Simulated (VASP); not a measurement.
# NiO (Fm-3m) in VASP: further runs

NiO is run at these levels: PBEsol+U; tasks: single point.

Program: VASP 6.6.1. These are calculated values, not measurements. Logs are shortened: lines on timing, memory, paths and dates and some standing lists are left out, and cuts for length are marked.

## 1. The cell of the first run

It takes space group Fm-3m (No. 225, cubic). Conventional cell: a = 4.183 Å, b = 4.183 Å, c = 4.183 Å, α = 90.00°, β = 90.00°, γ = 90.00°. Ni (site symmetry m-3m) has 6 O at 2.09 Å within 2.8 Å. Within 2.8 Å of O (site symmetry m-3m) lie 6 Ni at 2.09 Å.

## 2. Single point, PBEsol+U, collinear spin, ferromagnetic start

File INCAR:

```
PREC = Accurate
ENCUT = 520
EDIFF = 1E-7
ISMEAR = 0
SIGMA = 0.05
LREAL = False
LASPH = True
NELM = 150
ALGO = Normal
ISIF = 2
LWAVE = False
LCHARG = True
ISPIN = 2
MAGMOM = 0.5 0
LORBIT = 11
LMAXMIX = 4
LDAU = True
LDAUTYPE = 2
LDAUL = 2 -1
LDAUU = 7.2 0
LDAUJ = 0 0
LDAUPRINT = 1
GGA = PS
LELF = True
LVHAR = True
NBANDS = 19
```

File KPOINTS:

```
Automatic mesh
0
Gamma
  6 6 6
```

File POSCAR:

```
NiO
1.0
    0.0000000000      2.0913095126      2.0913095126
    2.0913095126      0.0000000000      2.0913095126
    2.0913095126      2.0913095126      0.0000000000
Ni O
1 1
Direct
    0.0000000000      0.0000000000      0.0000000000
    0.5000000000      0.5000000000      0.5000000000
```

Potentials or basis: VASP PAW PBE potentials, release 64 (Ni, O).

The run is started by

```sh
> cat potpaw_PBE.64/Ni/POTCAR potpaw_PBE.64/O/POTCAR > POTCAR
> mpirun -np 1 vasp_std > vasp.out
```

OUTCAR:

```text
PREC = Accurate
   ENCUT = 520
   EDIFF = 1E-7
   ISMEAR = 0
   LREAL = False
   LASPH = True
   NELM = 150
   ISIF = 2
   ISPIN = 2
   LORBIT = 11
   GGA = PS

 ion  position               nearest neighbor table
   1  0.000  0.000  0.000-   2 2.09   2 2.09   2 2.09   2 2.09   2 2.09   2 2.09
   2  0.500  0.500  0.500-   1 2.09   1 2.09   1 2.09   1 2.09   1 2.09   1 2.09

  LATTYP: Found a face centered cubic cell.
 ALAT       =     4.1826190252

  Lattice vectors:

 A1 = (   0.0000000000,   2.0913095126,   2.0913095126)
 A2 = (   2.0913095126,   0.0000000000,   2.0913095126)
 A3 = (   2.0913095126,   2.0913095126,   0.0000000000)

Analysis of symmetry for initial positions (statically):
=====================================================================
 Subroutine PRICEL returns:
 Original cell was already a primitive cell.

 Routine SETGRP: Setting up the symmetry group for a
 face centered cubic supercell.

 Subroutine GETGRP returns: Found 48 space group operations
 (whereof 48 operations were pure point group operations)
 out of a pool of 48 trial point group operations.

The static configuration has the point symmetry O_h .

Analysis of symmetry for dynamics (positions and initial velocities):
=====================================================================
 Subroutine PRICEL returns:
 Original cell was already a primitive cell.

 Routine SETGRP: Setting up the symmetry group for a
 face centered cubic supercell.

 Subroutine GETGRP returns: Found 48 space group operations
 (whereof 48 operations were pure point group operations)
 out of a pool of 48 trial point group operations.

The dynamic configuration has the point symmetry O_h .

Analysis of structural, dynamic, and magnetic symmetry:
=====================================================================
 Subroutine PRICEL returns:
 Original cell was already a primitive cell.

 Routine SETGRP: Setting up the symmetry group for a
 face centered cubic supercell.

 Subroutine GETGRP returns: Found 48 space group operations
 (whereof 48 operations were pure point group operations)
 out of a pool of 48 trial point group operations.

The overall configuration has the point symmetry O_h .

 Subroutine INISYM returns: Found 48 space group operations
 (whereof 48 operations are pure point group operations),
 and found     1 'primitive' translations

----------------------------------------------------------------------------------------

                                     Primitive cell

  volume of cell :      18.2930

  direct lattice vectors                    reciprocal lattice vectors
     0.000000000  2.091309513  2.091309513    -0.239084649  0.239084649  0.239084649
     2.091309513  0.000000000  2.091309513     0.239084649 -0.239084649  0.239084649
     2.091309513  2.091309513  0.000000000     0.239084649  0.239084649 -0.239084649

  length of vectors
     2.957558276  2.957558276  2.957558276     0.414106759  0.414106759  0.414106759

  position of ions in fractional coordinates (direct lattice)
     0.000000000  0.000000000  0.000000000
     0.500000000  0.500000000  0.500000000

  ion indices of the primitive-cell ions
   primitive index   ion index
                 1           1
                 2           2

----------------------------------------------------------------------------------------

 KPOINTS: Automatic mesh

Automatic generation of k-mesh.
 Grid dimensions read from file:
 generate k-points for:    6    6    6

 Generating k-lattice:
[... 62 lines left out ...]
   TEBEG  =    0.0;   TEEND  =   0.0 temperature during run
   PSTRESS=    0.0 pullay stress
   NELECT =      16.0000    total number of electrons
   NUPDOWN=      -1.0000    fix difference up-down
   EMIN   =  10.00;   EMAX   =-10.00  energy-range for DOS
   EFERMI =   0.00;   METHOD = LEGACY
   ISMEAR =     0;   SIGMA  =   0.05  broadening in eV -4-tet -1-fermi 0-gaus
   EFERMI_NEDOS =   21; number of points for ismear=-14 and -15
   IALGO  =     38    algorithm
   IMIX   =      4    mixing-type and parameters
     AMIX     =   0.40;   BMIX     =  1.00
     AMIX_MAG =   1.60;   BMIX_MAG =  1.00
  volume/ion in A,a.u.               =       9.15        61.72
  Fermi-wavevector in a.u.,A,eV,Ry     =   1.565621  2.958594 33.350161  2.451168
  Thomas-Fermi vector in A             =   2.668070
   LORBIT       =     11    0 simple, 1 ext, 2 COOP (PROOUT), +10 PAW based schemes
 LDA+U is selected, type is set to LDAUTYPE =  2
   angular momentum for each species LDAUL =     2   -1
   U (eV)           for each species LDAUU =   7.2  0.0
   J (eV)           for each species LDAUJ =   0.0  0.0
   GGA     = PS    functional components
   LHFCALC =     F    Hartree Fock is set to
   AEXX    =    0.0000 exact exchange contribution
   IVDW    =     0    specifies the selected vdW correction
   LEPSILON=     F    determine dielectric tensor
   LRPA    =     F    only Hartree local field effects (RPA)
 spin polarized calculation
 Gauss-broadening in eV      SIGMA  =   0.05
  energy-cutoff  :      520.00
  volume of cell :       18.29
 maximum number of plane-waves:       531
 NGX is ok and might be reduce to    24
   NGX = 11   NGY = 11   NGZ = 11

atom =   1  type =  1  l = 2

 onsite density matrix

spin component  1

  0.9865 -0.0000  0.0000  0.0000 -0.0000
 -0.0000  0.9865  0.0000 -0.0000  0.0000
  0.0000  0.0000  1.0444  0.0000 -0.0000
  0.0000 -0.0000  0.0000  0.9865  0.0000
 -0.0000  0.0000 -0.0000  0.0000  1.0444

spin component  2

  0.9853 -0.0000 -0.0000  0.0000  0.0000
 -0.0000  0.9853  0.0000 -0.0000 -0.0000
 -0.0000  0.0000  0.1329 -0.0000  0.0000
  0.0000 -0.0000 -0.0000  0.9853 -0.0000
  0.0000 -0.0000  0.0000 -0.0000  0.1329

 occupancies and eigenvectors

  o =  0.1329  v =  0.0000  0.0000  0.0000  0.0000  0.0000  0.0000  0.0000 -1.0000 -0.0000  0.0081      0.0000  0.0000  0.0000  0.0000  0.0000  0.0000  0.0000  0.0000  0.0000  0.0000
  o =  0.1329  v =  0.0000  0.0000  0.0000  0.0000  0.0000  0.0000 -0.0000  0.0081 -0.0000  1.0000      0.0000  0.0000  0.0000  0.0000  0.0000  0.0000  0.0000  0.0000  0.0000  0.0000
  o =  0.9853  v =  0.0000  0.0000  0.0000  0.0000  0.0000  1.0000  0.0000  0.0000  0.0000  0.0000      0.0000  0.0000  0.0000  0.0000  0.0000  0.0000  0.0000  0.0000  0.0000  0.0000
  o =  0.9853  v =  0.0000  0.0000  0.0000  0.0000  0.0000  0.0000  0.6156 -0.0000  0.7881 -0.0000      0.0000  0.0000  0.0000  0.0000  0.0000  0.0000  0.0000  0.0000  0.0000  0.0000
  o =  0.9853  v =  0.0000  0.0000  0.0000  0.0000  0.0000  0.0000 -0.7881 -0.0000  0.6156  0.0000      0.0000  0.0000  0.0000  0.0000  0.0000  0.0000  0.0000  0.0000  0.0000  0.0000
  o =  0.9865  v =  0.0000  0.9966  0.0000 -0.0822 -0.0000  0.0000  0.0000  0.0000  0.0000  0.0000      0.0000  0.0000  0.0000  0.0000  0.0000  0.0000  0.0000  0.0000  0.0000  0.0000
  o =  0.9865  v =  0.0000  0.0822 -0.0000  0.9966 -0.0000  0.0000  0.0000  0.0000  0.0000  0.0000      0.0000  0.0000  0.0000  0.0000  0.0000  0.0000  0.0000  0.0000  0.0000  0.0000
  o =  0.9865  v =  1.0000  0.0000  0.0000  0.0000  0.0000  0.0000  0.0000  0.0000  0.0000  0.0000      0.0000  0.0000  0.0000  0.0000  0.0000  0.0000  0.0000  0.0000  0.0000  0.0000
  o =  1.0444  v =  0.0000 -0.0000  0.1769  0.0000  0.9842  0.0000  0.0000  0.0000  0.0000  0.0000      0.0000  0.0000  0.0000  0.0000  0.0000  0.0000  0.0000  0.0000  0.0000  0.0000
  o =  1.0444  v =  0.0000 -0.0000  0.9842  0.0000 -0.1769  0.0000  0.0000  0.0000  0.0000  0.0000      0.0000  0.0000  0.0000  0.0000  0.0000  0.0000  0.0000  0.0000  0.0000  0.0000

 number of electron      16.0000005 magnetization       1.9999697

 Free energy of the ion-electron system (eV)
  ---------------------------------------------------
  ext. energy  EPLUGINS =         0.00000000
  ---------------------------------------------------
  free energy    TOTEN  =       -10.85007059 eV

  energy without entropy =      -10.85007059  energy(sigma->0) =      -10.85007059

 E-fermi :   6.6398     XC(G=0): -12.8823

 val. band max:        6.4330685972   @ k =   0.5000   0.0000   0.0000
 cond. band min:       9.2234668546   @ k =   0.0000   0.0000   0.0000
 fundamental gap:      2.7903982574
 Fermi energy:         6.6398166481

 spin component 1

 k-point     1 :       0.0000    0.0000    0.0000
  band No.  band energies     occupation
      1     -12.1856      1.00000
      2      -0.1248      1.00000
      3      -0.1248      1.00000
      4       1.0517      1.00000
      5       1.0518      1.00000
      6       1.0518      1.00000
[... 328 lines left out ...]
      5       0.7967      1.00000
      6       1.8764      1.00000
[... 11 lines left out ...]
     18      39.7668      0.00000
     19      42.5228      0.00000
 Fermi energy:         6.6398166481

 spin component 2

 k-point     1 :       0.0000    0.0000    0.0000
  band No.  band energies     occupation
      1     -11.8914      1.00000
      2       2.1528      1.00000
      3       2.1529      1.00000
      4       2.1534      1.00000
      5       5.5241      1.00000
      6       5.5241      1.00000
[... 329 lines left out ...]
      6       3.5863      1.00000
[... 11 lines left out ...]
     18      41.2078      0.00000
     19      42.8324      0.00000

------------------------ aborting loop because EDIFF is reached ----------------------------------------

  FORCE on cell =-STRESS in cart. coord.  units (eV):
  Direction    XX          YY          ZZ          XY          YZ          ZX
  --------------------------------------------------------------------------------------
  -------------------------------------------------------------------------------------
  Total       -1.0854832     -1.0854832     -1.0854832      0.0000000      0.0000000     -0.0000000
  in kB      -95.0711535    -95.0711535    -95.0711535      0.0000000      0.0000000     -0.0000000
  external PRESSURE =     -95.0711535 kB  Pullay stress =       0.0000000 kB

 VOLUME and BASIS-vectors are now :
 -----------------------------------------------------------------------------
  energy-cutoff  :      520.00
  volume of cell :       18.29
      direct lattice vectors                 reciprocal lattice vectors
     0.000000000  2.091309513  2.091309513    -0.239084649  0.239084649  0.239084649
     2.091309513  0.000000000  2.091309513     0.239084649 -0.239084649  0.239084649
     2.091309513  2.091309513  0.000000000     0.239084649  0.239084649 -0.239084649

 POSITION                                       TOTAL-FORCE (eV/Angst)
 -----------------------------------------------------------------------------------
      0.00000      0.00000      0.00000        -0.000000      0.000000     -0.000000
      2.09131      2.09131      2.09131         0.000000     -0.000000      0.000000
 -----------------------------------------------------------------------------------
    total drift:                                0.000000     -0.000000     -0.000000

  FREE ENERGIE OF THE ION-ELECTRON SYSTEM (eV)
  ---------------------------------------------------
  free  energy   TOTEN  =       -10.8500705948 eV

  energy  without entropy=      -10.8500705948  energy(sigma->0) =      -10.85007059

 total charge

# of ion       s       p       d       tot
------------------------------------------
    1        0.348   0.430   8.240   9.018
    2        1.541   3.461   0.000   5.001
--------------------------------------------------
tot          1.889   3.891   8.240  14.020

 magnetization (x)

# of ion       s       p       d       tot
------------------------------------------
    1        0.011   0.013   1.823   1.847
    2        0.016   0.139   0.000   0.155
--------------------------------------------------
tot          0.027   0.152   1.823   2.002
```

Run time: 9.2 s. Hardware: 1 thread of Intel Xeon 6975P-C (Granite Rapids), shared host; peak memory 0.14 GiB.

Results:

```yaml
Free_energy: -10.8501 eV
Pressure: -9.5 GPa
Band_gap_on_the_k_mesh: 2.79 eV, indirect (least direct gap 3.45 eV)
Net_moment: 2.00 μB per cell
Site_moments: Ni +1.85; O +0.15 μB
Valence_electrons_inside_the_program's_atomic_spheres: Ni 9.02; O 5.00
```

Eigenvalues of the final occupation matrices:
```tsv
site	spin	trace	eigenvalues
site 1 d	1	5.05	0.99 0.99 0.99 1.04 1.04
site 1 d	2	3.22	0.13 0.13 0.99 0.99 0.99
```

Caveat: the k points lie up to 0.43 Å⁻¹ apart; the PAW data sets were made with another functional, which shifts forces and pressure a little; a cell with one magnetic atom can't hold antiferromagnetic order, which such compounds often take.

(Continued in part 2 of 2.)
